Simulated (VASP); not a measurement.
A run of VASP 6.6.1 is set up as follows.

POSCAR

```
C
1.0
    0.0000000000      1.7803725545      1.7803725545
    1.7803725545      0.0000000000      1.7803725545
    1.7803725545      1.7803725545      0.0000000000
C
2
Direct
    0.0000000000      0.0000000000      0.0000000000
    0.2500000000      0.2500000000      0.2619149219
```

INCAR.step1

```
SYSTEM = C
ALGO = Normal
EDIFF = 1E-4
ENCUT = 520
GGA = PE
ISMEAR = -1
LASPH = .TRUE.
LCHARG = .FALSE.
LREAL = .FALSE.
LWAVE = .TRUE.
NBANDS = 11
NELM = 60
PREC = Accurate
SIGMA = 0.03
```

Contents of INCAR.step2:

```
SYSTEM = C
ALGO = Normal
EDIFF = 1E-8
ENCUT = 520
ISIF = 2
ISMEAR = -1
ISTART = 1
LASPH = .TRUE.
LCHARG = .FALSE.
LEFG = .TRUE.
LMIXTAU = .TRUE.
LREAL = .FALSE.
LWAVE = .FALSE.
METAGGA = R2SCAN
NBANDS = 11
NELM = 60
PREC = Accurate
SIGMA = 0.03
```

File KPOINTS:

```
k-points
0
G
  14 14 14
  0 0 0
```

Potentials or basis: VASP PAW PBE potentials, release 64 (C).

Launch:

```sh
$ cat potpaw_PBE.64/C/POTCAR > POTCAR
$ cp INCAR.step1 INCAR
$ mpirun -np 1 vasp_std > vasp.out
$ cp INCAR.step2 INCAR
$ mpirun -np 1 vasp_std > vasp.out
```

Problem. Estimate the pressure.

Solution. 1.3 GPa.

Problem. Predict the largest force.

Solution. 1.165 eV/Å.

Forces on the atoms (eV/Å):
```
C    0.823  0.823 -0.055
C   -0.823 -0.823  0.055
```

Caveat: the cell differs from its parent crystal (atom 2 (C) moved by [0.021213, 0.021213, 0.0] A); without QUAD_EFG the Cq values of the log hold for a quadrupole moment of 1 mb, not for the nuclei; the PAW data sets were made with another functional, which shifts forces and pressure a little.
